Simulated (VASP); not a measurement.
Crystal: SnTe.

```
Sn Te
1.0
     5.39676    0.00000    0.00000
    -2.69838    4.67373    0.00000
     0.00000    0.00000    6.48780
Sn Te
2 2
Direct
  0.33333 0.66667 0.95402
  0.66667 0.33333 0.45402
  0.33333 0.66667 0.42098
  0.66667 0.33333 0.92098
```

Base run:

```yaml
Program: VASP 6.6.1
Functional: PBE
Potentials_or_basis: VASP PAW PBE potentials, release 64 (Sn_d, Te)
Cutoff: 500 eV
k_mesh: 6 × 6 × 4
Occupations: fermi-dirac, width 0.02 eV
Spin: no spin polarisation
```

Its results: band gap on the k mesh 0.63 eV (least direct gap 0.73 eV); pressure 0.6 GPa; largest force 0.082 eV/Å.

**Question.** The run is repeated on the same cell with these changes: functional from PBE to r2SCAN; cutoff from 500 eV to 550 eV; occupations from fermi-dirac, width 0.02 eV to gaussian, width 0.01 eV. What comes out?

**Answer.** Band gap on the k mesh 0.65 eV (least direct gap 0.85 eV); pressure 0.0 GPa; largest force 0.007 eV/Å.

Caveats: spin-orbit coupling is left out, which moves the levels of the heavy elements; the PAW data sets were made with another functional, which shifts forces and pressure a little (at least some runs).

A k mesh can miss the band edges.
